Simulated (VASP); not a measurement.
# BaS (Pm-3m) in VASP: further runs

The runs below take BaS through single point, with PBE, HSE06, PBE0.

Program: VASP 6.6.1. These are calculated values, not measurements. Logs are shortened: lines on timing, memory, paths and dates and some standing lists are left out, and cuts for length are marked.

## 1. The cell of the first run

The structure is cubic, space group Pm-3m (No. 221). Conventional cell: a = 3.834 Å, b = 3.834 Å, c = 3.834 Å, α = 90.00°, β = 90.00°, γ = 90.00°. Within 4.4 Å of Ba (site symmetry m-3m) lie 8 S at 3.32 Å and 6 Ba at 3.83 Å. S (site symmetry m-3m) has 8 Ba at 3.32 Å and 6 S at 3.83 Å within 4.4 Å.

## 2. Single point, PBE

INCAR reads:

```
SYSTEM = BaS
ALGO = Normal
EDIFF = 1E-7
ENCUT = 520
GGA = PE
ISIF = 2
ISMEAR = 0
LASPH = .True.
LCHARG = .True.
LELF = .True.
LREAL = .False.
LVHAR = .True.
LWAVE = .False.
NBANDS = 15
NELM = 80
PREC = Accurate
SIGMA = 0.01
```

KPOINTS reads:

```
k-points
0
Gamma
  6 6 6
  0 0 0
```

POSCAR reads:

```
BaS
1.0
    3.8337582660      0.0000000000      0.0000000000
    0.0000000000      3.8337582660      0.0000000000
    0.0000000000      0.0000000000      3.8337582660
Ba S
1 1
Direct
    0.0000000000      0.0000000000      0.0000000000
    0.5000000000      0.5000000000      0.5000000000
```

Potentials or basis: VASP PAW PBE potentials, release 64 (Ba_sv, S).

Command:

```bash
$ cat potpaw_PBE.64/Ba_sv/POTCAR potpaw_PBE.64/S/POTCAR > POTCAR
$ mpirun -np 1 vasp_std > vasp.out
```

OUTCAR:

```text
SYSTEM = BaS
   EDIFF = 1E-7
   ENCUT = 520
   GGA = PE
   ISIF = 2
   ISMEAR = 0
   LASPH = .True.
   LREAL = .False.
   NELM = 80
   PREC = Accurate

 ion  position               nearest neighbor table
   1  0.000  0.000  0.000-   2 3.32   2 3.32   2 3.32   2 3.32   2 3.32   2 3.32   2 3.32   2 3.32

   2  0.500  0.500  0.500-   1 3.32   1 3.32   1 3.32   1 3.32   1 3.32   1 3.32   1 3.32   1 3.32

  LATTYP: Found a simple cubic cell.
 ALAT       =     3.8337582660

  Lattice vectors:

 A1 = (   3.8337582660,   0.0000000000,   0.0000000000)
 A2 = (   0.0000000000,   3.8337582660,   0.0000000000)
 A3 = (   0.0000000000,   0.0000000000,   3.8337582660)

Analysis of symmetry for initial positions (statically):
=====================================================================
 Subroutine PRICEL returns:
 Original cell was already a primitive cell.

 Routine SETGRP: Setting up the symmetry group for a
 simple cubic supercell.

 Subroutine GETGRP returns: Found 48 space group operations
 (whereof 48 operations were pure point group operations)
 out of a pool of 48 trial point group operations.

The static configuration has the point symmetry O_h .

Analysis of symmetry for dynamics (positions and initial velocities):
=====================================================================
 Subroutine PRICEL returns:
 Original cell was already a primitive cell.

 Routine SETGRP: Setting up the symmetry group for a
 simple cubic supercell.

 Subroutine GETGRP returns: Found 48 space group operations
 (whereof 48 operations were pure point group operations)
 out of a pool of 48 trial point group operations.

The dynamic configuration has the point symmetry O_h .

 Subroutine INISYM returns: Found 48 space group operations
 (whereof 48 operations are pure point group operations),
 and found     1 'primitive' translations

----------------------------------------------------------------------------------------

                                     Primitive cell

  volume of cell :      56.3474

  direct lattice vectors                    reciprocal lattice vectors
     3.833758266  0.000000000  0.000000000     0.260840651  0.000000000  0.000000000
     0.000000000  3.833758266  0.000000000     0.000000000  0.260840651  0.000000000
     0.000000000  0.000000000  3.833758266     0.000000000  0.000000000  0.260840651

  length of vectors
     3.833758266  3.833758266  3.833758266     0.260840651  0.260840651  0.260840651

  position of ions in fractional coordinates (direct lattice)
     0.000000000  0.000000000  0.000000000
     0.500000000  0.500000000  0.500000000

  ion indices of the primitive-cell ions
   primitive index   ion index
                 1           1
                 2           2

----------------------------------------------------------------------------------------

 KPOINTS: k-points

Automatic generation of k-mesh.
 Grid dimensions read from file:
 generate k-points for:    6    6    6

 Generating k-lattice:

  Cartesian coordinates                     Fractional coordinates (reciprocal lattice)
     0.043473442  0.000000000  0.000000000     0.166666667  0.000000000  0.000000000
     0.000000000  0.043473442  0.000000000     0.000000000  0.166666667  0.000000000
     0.000000000  0.000000000  0.043473442     0.000000000  0.000000000  0.166666667

  Length of vectors
     0.043473442  0.043473442  0.043473442

  Shift w.r.t. Gamma in fractional coordinates (k-lattice)
     0.000000000  0.000000000  0.000000000

 Subroutine IBZKPT returns following result:
 ===========================================

 Found     20 irreducible k-points:

 Following reciprocal coordinates:
            Coordinates               Weight
  0.000000  0.000000  0.000000      1.000000
  0.166667  0.000000  0.000000      6.000000
  0.333333  0.000000  0.000000      6.000000
  0.500000  0.000000  0.000000      3.000000
  0.166667  0.166667  0.000000     12.000000
  0.333333  0.166667  0.000000     24.000000
[... 12 lines left out ...]
  0.500000  0.500000  0.333333      6.000000
  0.500000  0.500000  0.500000      1.000000
   k-points           NKPTS =     20   k-points in BZ     NKDIM =     20   number of bands    NBANDS=     15
   number of dos      NEDOS =    301   number of ions     NIONS =      2
   total plane-waves  NPLWV =  27000
   dimension x,y,z NGX =    30 NGY =   30 NGZ =   30
   dimension x,y,z NGXF=    60 NGYF=   60 NGZF=   60
   ions per type =               1   1
   NGX,Y,Z   is equivalent  to a cutoff of  13.01, 13.01, 13.01 a.u.
   NGXF,Y,Z  is equivalent  to a cutoff of  26.02, 26.02, 26.02 a.u.
 SYSTEM =  BaS
   PREC   = accura    normal or accurate (medium, high low for compatibility)
   ISTART =      0    job   : 0-new  1-cont  2-samecut
   ICHARG =      2    charge: 1-file 2-atom 10-const
   ISPIN  =      1    spin polarized calculation?
   LNONCOLLINEAR =      F non collinear calculations
   LSORBIT =      F    spin-orbit coupling
   LASPH  =      T    aspherical Exc in radial PAW
   ENCUT  =  520.0 eV  38.22 Ry    6.18 a.u.   7.13  7.13  7.13*2*pi/ulx,y,z
   NELM   =     80;   NELMIN=  2; NELMDL= -5     # of ELM steps
   EDIFF  = 0.1E-06   stopping-criterion for ELM
   LREAL  =      F    real-space projection
   EDIFFG = 0.1E-05   stopping-criterion for IOM
   NSW    =      0    number of steps for IOM
   IBRION =     -1    ionic relax: 0-MD 1-quasi-New 2-CG
   NFREE  =      0    steps in history (QN), initial steepest desc. (CG)
   ISIF   =      2    stress and relaxation
   ISYM   =      2    0-nonsym 1-usesym 2-fastsym
   POTIM  = 0.5000    time-step for ionic-motion
   TEBEG  =    0.0;   TEEND  =   0.0 temperature during run
   PSTRESS=    0.0 pullay stress
   NELECT =      16.0000    total number of electrons
   NUPDOWN=      -1.0000    fix difference up-down
   EMIN   =  10.00;   EMAX   =-10.00  energy-range for DOS
   EFERMI =   0.00;   METHOD = LEGACY
   ISMEAR =     0;   SIGMA  =   0.01  broadening in eV -4-tet -1-fermi 0-gaus
   EFERMI_NEDOS =   21; number of points for ismear=-14 and -15
   IALGO  =     38    algorithm
   IMIX   =      4    mixing-type and parameters
     AMIX     =   0.40;   BMIX     =  1.00
     AMIX_MAG =   1.60;   BMIX_MAG =  1.00
  volume/ion in A,a.u.               =      28.17       190.13
  Fermi-wavevector in a.u.,A,eV,Ry     =   1.076028  2.033397 15.753309  1.157836
  Thomas-Fermi vector in A             =   2.211901
   LORBIT       =      0    0 simple, 1 ext, 2 COOP (PROOUT), +10 PAW based schemes
   GGA     = PE    functional components
   LHFCALC =     F    Hartree Fock is set to
   AEXX    =    0.0000 exact exchange contribution
   IVDW    =     0    specifies the selected vdW correction
   LEPSILON=     F    determine dielectric tensor
   LRPA    =     F    only Hartree local field effects (RPA)
 non-spin polarized calculation
 Gauss-broadening in eV      SIGMA  =   0.01
  energy-cutoff  :      520.00
  volume of cell :       56.35
 maximum number of plane-waves:      1568
 NGX is ok and might be reduce to    30
   NGX = 15   NGY = 15   NGZ = 15

 number of electron      15.9999997 magnetization

 Free energy of the ion-electron system (eV)
  ---------------------------------------------------
  ext. energy  EPLUGINS =         0.00000000
  ---------------------------------------------------
  free energy    TOTEN  =        -9.74733629 eV

  energy without entropy =       -9.74733629  energy(sigma->0) =       -9.74733629

 E-fermi :   3.0768     XC(G=0):  -9.4050

 val. band max:        3.0334474694   @ k =   0.5000   0.5000   0.0000
 cond. band min:       4.4693260813   @ k =   0.0000   0.0000   0.0000
 fundamental gap:      1.4358786119
 Fermi energy:         3.0767565957

 k-point     1 :       0.0000    0.0000    0.0000
  band No.  band energies     occupation
      1     -24.1144      2.00000
      2      -8.9120      2.00000
      3      -8.9120      2.00000
      4      -8.9120      2.00000
      5      -8.0372      2.00000
      6       2.9236      2.00000
      7       2.9236      2.00000
      8       2.9236      2.00000
      9       4.4693      0.00000
     10       4.4693      0.00000
     11       6.8850      0.00000
     12       9.5825      0.00000
     13       9.5825      0.00000
     14       9.5825      0.00000
     15      13.9466      0.00000

 k-point     2 :       0.1667    0.0000    0.0000
  band No.  band energies     occupation
      1     -24.0919      2.00000
      2      -9.4481      2.00000
      3      -8.8820      2.00000
      4      -8.8820      2.00000
      5      -7.5822      2.00000
      6       1.9135      2.00000
      7       2.7670      2.00000
      8       2.7670      2.00000
      9       4.6659      0.00000
     10       5.5008      0.00000
     11       7.8324      0.00000
     12       9.5859      0.00000
     13       9.5859      0.00000
     14       9.7403      0.00000
     15      12.2972      0.00000

 k-point     3 :       0.3333    0.0000    0.0000
  band No.  band energies     occupation
      1     -24.0464      2.00000
      2     -10.1036      2.00000
      3      -8.8207      2.00000
      4      -8.8207      2.00000
      5      -7.0443      2.00000
      6       0.6398      2.00000
      7       2.4543      2.00000
      8       2.4543      2.00000
      9       5.1587      0.00000
     10       7.6453      0.00000
     11       9.3801      0.00000
     12       9.7984      0.00000
     13       9.7984      0.00000
     14      10.1136      0.00000
     15      10.3682      0.00000
[... 271 lines left out ...]
 k-point    19 :       0.5000    0.5000    0.3333
  band No.  band energies     occupation
      1     -23.8796      2.00000
      2      -9.5890      2.00000
      3      -9.5890      2.00000
      4      -9.3422      2.00000
      5      -7.3393      2.00000
      6       0.5591      2.00000
      7       0.5591      2.00000
      8       0.7543      2.00000
      9       8.4752      0.00000
     10       9.1001      0.00000
     11       9.1001      0.00000
     12       9.5376      0.00000
     13      12.0425      0.00000
     14      12.1981      0.00000
     15      12.1981      0.00000

 k-point    20 :       0.5000    0.5000    0.5000
  band No.  band energies     occupation
      1     -23.8594      2.00000
      2      -9.5379      2.00000
      3      -9.5379      2.00000
      4      -9.5379      2.00000
      5      -7.2359      2.00000
      6       0.2528      2.00000
      7       0.2528      2.00000
      8       0.2528      2.00000
      9      10.3643      0.00000
     10      10.3643      0.00000
     11      10.3643      0.00000
     12      10.8169      0.00000
     13      10.8169      0.00000
     14      10.8169      0.00000
     15      12.1019      0.00000

------------------------ aborting loop because EDIFF is reached ----------------------------------------

  FORCE on cell =-STRESS in cart. coord.  units (eV):
  Direction    XX          YY          ZZ          XY          YZ          ZX
  --------------------------------------------------------------------------------------
  -------------------------------------------------------------------------------------
  Total        0.4259352      0.4259352      0.4259352      0.0000000      0.0000000      0.0000000
  in kB       12.1109985     12.1109985     12.1109985      0.0000000      0.0000000      0.0000000
  external PRESSURE =      12.1109985 kB  Pullay stress =       0.0000000 kB

 VOLUME and BASIS-vectors are now :
 -----------------------------------------------------------------------------
  energy-cutoff  :      520.00
  volume of cell :       56.35
      direct lattice vectors                 reciprocal lattice vectors
     3.833758266  0.000000000  0.000000000     0.260840651  0.000000000  0.000000000
     0.000000000  3.833758266  0.000000000     0.000000000  0.260840651  0.000000000
     0.000000000  0.000000000  3.833758266     0.000000000  0.000000000  0.260840651

 POSITION                                       TOTAL-FORCE (eV/Angst)
 -----------------------------------------------------------------------------------
      0.00000      0.00000      0.00000         0.000000      0.000000      0.000000
      1.91688      1.91688      1.91688         0.000000      0.000000      0.000000
 -----------------------------------------------------------------------------------
    total drift:                                0.000000     -0.000000     -0.000000

  FREE ENERGIE OF THE ION-ELECTRON SYSTEM (eV)
  ---------------------------------------------------
  free  energy   TOTEN  =        -9.7473362885 eV

  energy  without entropy=       -9.7473362885  energy(sigma->0) =       -9.74733629
```

It took 17 s on 1 thread of Intel Xeon Platinum 8259CL at 2.50GHz (Skylake/Cascade Lake), shared host; peak memory 0.17 GiB.

Results:

```yaml
Free_energy: -9.7473 eV
Pressure: 1.2 GPa
Band_gap_on_the_k_mesh: 1.44 eV (least direct gap 1.55 eV)
```

Caveat: the structure was generated, so it needn't be the stable form of BaS; spin-orbit coupling is left out, which moves the levels of the heavy elements.

## 3. Single point, HSE06

POSCAR is that of step 2.

INCAR.step1 reads:

```
SYSTEM = BaS
PREC = Accurate
ENCUT = 520
EDIFF = 1E-5
ISMEAR = 0
SIGMA = 0.01
LREAL = .FALSE.
LASPH = .TRUE.
NELM = 100
ALGO = Normal
ISIF = 2
LWAVE = .TRUE.
GGA = PE
NBANDS = 15
```

INCAR.step2 reads:

```
SYSTEM = BaS
PREC = Accurate
ENCUT = 520
EDIFF = 1E-6
ISMEAR = 0
SIGMA = 0.01
LREAL = .FALSE.
LASPH = .TRUE.
NELM = 100
ALGO = Normal
ISIF = 2
LWAVE = .FALSE.
LCHARG = .TRUE.
GGA = PE
LHFCALC = .TRUE.
HFSCREEN = 0.2079
PRECFOCK = Normal
LELF = .TRUE.
LVHAR = .TRUE.
ISTART = 1
NBANDS = 15
```

KPOINTS reads:

```
regular mesh
0
G
  4 4 4
  0 0 0
```

Potentials or basis: VASP PAW PBE potentials, release 64 (Ba_sv, S).

Command:

```bash
$ cat potpaw_PBE.64/Ba_sv/POTCAR potpaw_PBE.64/S/POTCAR > POTCAR
$ cp INCAR.step1 INCAR
$ mpirun -np 1 vasp_std > vasp.out
$ cp INCAR.step2 INCAR
$ mpirun -np 1 vasp_std > vasp.out
```

Run time: 6.2 min. Hardware: 1 thread of Intel Xeon Platinum 8259CL at 2.50GHz (Skylake/Cascade Lake), shared host; peak memory 0.28 GiB.

Results (log left out):

```yaml
Free_energy: -11.0975 eV
Pressure: 0.5 GPa
Band_gap_on_the_k_mesh: 2.34 eV (least direct gap 2.46 eV)
```

Levels at points of the mesh, in eV from the valence-band top:
```tsv
k point	band 5	band 6	band 7	band 8	band 9	band 10	band 11	band 12
(0.00, 0.00, 0.00)	-12.22	-0.13	-0.13	-0.13	2.34	2.34	4.87	7.74
(0.50, 0.00, 0.00)	-10.73	-3.16	-0.77	-0.77	3.49	7.29	7.47	8.27
(0.50, 0.50, 0.00)	-11.75	-1.52	-1.52	0.00	3.14	4.33	5.35	5.35
(0.50, 0.50, 0.50)	-11.32	-3.02	-3.02	-3.02	8.63	8.63	8.63	8.86
```

Caveat: the structure was generated, so it needn't be the stable form of BaS; the PAW data sets were made with another functional, which shifts forces and pressure a little; spin-orbit coupling is left out, which moves the levels of the heavy elements. A k mesh can miss the band edges.

## 4. Single point, PBE0

POSCAR is that of step 3.

INCAR.step1 reads:

```
ALGO = Normal ; EDIFF = 1E-5
ENCUT = 520 ; GGA = PE
ISIF = 2 ; ISMEAR = 0
LASPH = True ; LCHARG = False
LREAL = False ; LWAVE = True
NBANDS = 15 ; NELM = 100
PREC = Accurate ; SIGMA = 0.01
```

INCAR.step2 reads:

```
AEXX = 0.25 ; ALGO = Normal
EDIFF = 1E-7 ; ENCUT = 520
GGA = PE ; ISIF = 2
ISMEAR = 0 ; ISTART = 1
LASPH = True ; LCHARG = False
LHFCALC = True ; LREAL = False
LWAVE = False ; NBANDS = 15
NELM = 100 ; PREC = Accurate
PRECFOCK = Normal ; SIGMA = 0.01
```

KPOINTS reads:

```
k-points
0
Gamma
  4 4 4
```

Command:

```bash
$ cat potpaw_PBE.64/Ba_sv/POTCAR potpaw_PBE.64/S/POTCAR > POTCAR
$ cp INCAR.step1 INCAR
$ mpirun -np 1 vasp_std > vasp.out
$ cp INCAR.step2 INCAR
$ mpirun -np 1 vasp_std > vasp.out
```

Run time: 8.7 min. Hardware: 1 thread of Intel Xeon Platinum 8259CL at 2.50GHz (Skylake/Cascade Lake), shared host; peak memory 0.18 GiB.

The run converged. Its results:

```
Free energy            : -11.7006 eV
Pressure               : 0.4 GPa
Band gap on the k mesh : 3.06 eV (least direct gap 3.20 eV)
```

Levels at points of the mesh, in eV from the valence-band top:
```
           k point  band 6  band 7  band 8  band 9  band 10  band 11
(0.00, 0.00, 0.00)   -0.13   -0.13   -0.13    3.06     3.06     5.58
(0.50, 0.00, 0.00)   -3.21   -0.79   -0.79    4.23     8.05     8.21
(0.50, 0.50, 0.00)   -1.54   -1.54    0.00    3.87     5.06     6.10
(0.50, 0.50, 0.50)   -3.06   -3.06   -3.06    9.40     9.40     9.40
```

Caveat: the structure was generated, so it needn't be the stable form of BaS; the PAW data sets were made with another functional, which shifts forces and pressure a little; spin-orbit coupling is left out, which moves the levels of the heavy elements. A k mesh can miss the band edges.

## 5. Summary

```csv
level,k mesh,grid for exact exchange (PRECFOCK),share of exact exchange,screening parameter,gap on the mesh (eV),pressure (GPa)
PBE,6 × 6 × 6,-,-,-,1.44,1.2
HSE06,4 × 4 × 4,Normal,0.25,0.2079 1/Å,2.34,0.5
PBE0,4 × 4 × 4,Normal,0.25,-,3.06,0.4
```

Alike in all rows: task single point; potentials or basis VASP PAW PBE potentials, release 64 (Ba_sv, S); no spin polarisation; cell as given; cutoff (eV) 520; smearing gaussian 0.01 eV.

On the cell as given the gap runs from 1.44 eV (PBE) to 3.06 eV (PBE0); the meshes differ, which moves gaps too. The pressure there spans 0.4 GPa (PBE0) to 1.2 GPa (PBE); a positive pressure means that this level wants a larger cell, a negative one a smaller.

Caveats: the structure was generated, so it needn't be the stable form of BaS; spin-orbit coupling is left out, which moves the levels of the heavy elements; the PAW data sets were made with another functional, which shifts forces and pressure a little (at least some runs).

Absolute energies hang on the potentials; compare differences alone.
